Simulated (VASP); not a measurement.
Input of a VASP 6.6.1 run:

Contents of INCAR:

```
  PREC = Accurate
  ENCUT = 520
  EDIFF = 1E-6
  ISMEAR = -1
  SIGMA = 0.05
  LREAL = F
  LASPH = T
  NELM = 80
  ALGO = Normal
  ISIF = 2
  LWAVE = F
  LCHARG = F
  GGA = PS
  NBANDS = 22
```

Contents of KPOINTS:

```
regular mesh
0
Gamma
  11 11 3
```

File POSCAR:

```
Re
1.0
    2.7663873939      0.0000000000      0.0000000000
   -1.3831936969      2.3957617598      0.0000000000
    0.0000000000      0.0000000000      8.9388451600
Re
4
Direct
    0.6666666667      0.3333333333      0.7500000000
    0.0000000000      0.0000000000      0.5000000000
    0.3333333333      0.6666666667      0.2500000000
    0.0000000000      0.0000000000      0.0000000000
```

Potentials or basis: VASP PAW PBE potentials, release 64 (Re).

Launch:

```bash
$ cat potpaw_PBE.64/Re/POTCAR > POTCAR
$ mpirun -np 1 vasp_std > vasp.out
```

Q: What does it give for the band gap on the k mesh?

A: Zero (band 14 reaches 8.82 eV, above the bottom of band 15 at 6.42 eV).

Q: Predict the pressure.

A: -6.9 GPa.

Stress tensor (GPa, compression positive):
```
-6.95  0.00  0.00
 0.00 -6.95  0.00
 0.00  0.00 -6.71
```

Caveat: the PAW data sets were made with another functional, which shifts forces and pressure a little; spin-orbit coupling is left out, which moves the levels of the heavy elements.
